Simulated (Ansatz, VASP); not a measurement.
**One calculation of NaH, two programs**

The input INCAR:

```
SYSTEM = NaH
PREC = Accurate ; ENCUT = 520
EDIFF = 1E-6 ; ISMEAR = 0
SIGMA = 0.05 ; LREAL = .False.
LASPH = .True. ; NELM = 100
ALGO = Normal ; ISIF = 2
LWAVE = .False. ; LCHARG = .False.
GGA = PE ; NBANDS = 11
```

KPOINTS

```
Automatic mesh
0
Gamma
  10 10 10
  0 0 0
```

File POSCAR:

```
NaH
1.0
    3.1028802000      0.0000000000      0.0000000000
    0.0000000000      3.1028802000      0.0000000000
    0.0000000000      0.0000000000      2.8812459000
Na H
1 1
Direct
    0.0000000000      0.0000000000      0.0000000000
    0.5000000000      0.5000000000      0.5000000000
```

Input for Ansatz:

```yaml
crystal:
  lattice:
    - [3.1028802, 0.0, 0.0]
    - [0.0, 3.1028802, 0.0]
    - [0.0, 0.0, 2.8812459]
  atoms:
    - { symbol: Na, position: [0.0, 0.0, 0.0] }
    - { symbol: H, position: [0.5, 0.5, 0.5] }
basis:
  ecutwfc: 420
kpoints:
  mp_grid: { grid: [10, 10, 10] }
hamiltonian:
  xc: pbe
scf:
  occupations: { method: gaussian, width: 0.05 }
output:
  forces: true
  stress: true
  eigenvalues: true
```

Change from the starting cell: strain +0.050 along x and y, -0.025 along z, atoms carried along.

Alike in both runs: task single point; functional PBE; k mesh 10 × 10 × 10; occupations gaussian, width 0.05 eV; no spin polarisation.

|  | VASP | Ansatz |
| --- | --- | --- |
| version | VASP 6.6.1 | Ansatz 0.2.0 |
| potentials or method | VASP PAW PBE potentials, release 64 (Na_pv, H), cutoff 520 eV | scalar-relativistic, plane waves, PAW |
| valence electrons in the cell | 8 | 10 |

|  | VASP | Ansatz | Ansatz less VASP |
| --- | --- | --- | --- |
| gap on the k mesh at the Fermi level (eV) | 0.76 | 0.77 | +0.003 |
| least direct gap on the mesh (eV) | 4.14 | 4.14 | +0.004 |
| pressure (GPa) | -1.3 | -1.3 | +0.04 |
| traceless stress, the component that is largest in VASP (GPa) | 5.08 | 5.07 | -0.006 |

VASP's potentials hold 8 valence electrons a cell and Ansatz's 10, so a difference there can come from the potentials and not from the codes.
